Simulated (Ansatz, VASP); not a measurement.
**Two plane-wave programs on CuAu3**

```
CELL_PARAMETERS angstrom
3.89477 0.00000 0.00000
0.00000 3.89477 0.00000
0.00000 0.00000 3.89477
ATOMIC_POSITIONS crystal
Cu 0.00000 0.00000 0.00000
Au 0.00000 0.50000 0.50000
Au 0.50000 0.00000 0.50000
Au 0.50000 0.50000 0.00000
```

Change from the starting cell: equal strain along all axes, cell held, atoms relaxed: -2.0 %.

Alike in both runs: task single point; functional PBEsol; k mesh 14 × 14 × 14; occupations gaussian, width 0.1 eV; no spin polarisation.

|  | VASP | Ansatz |
| --- | --- | --- |
| version | VASP 6.6.1 | Ansatz 0.2.0 |
| potentials or method | VASP PAW PBE potentials, release 64 (Cu, Au), cutoff 520 eV | scalar-relativistic, plane waves, PAW |
| valence electrons in the cell | 44 | 76 |

VASP gave:

| Item | Value |
| --- | --- |
| gap on the k mesh at the Fermi level (eV) | none |
| pressure (GPa) | 11.9 |

Question: What did Ansatz give for the same quantities?

Answer: gap on the k mesh at the Fermi level (eV): none; pressure (GPa): 12.4.

VASP's potentials were made for PBE, not for PBEsol. A gap of «none» marks a metal or a gap that the smearing closes. VASP's potentials hold 44 valence electrons a cell and Ansatz's 76, so a difference there can come from the potentials and not from the codes.

Spin-orbit coupling is off throughout.
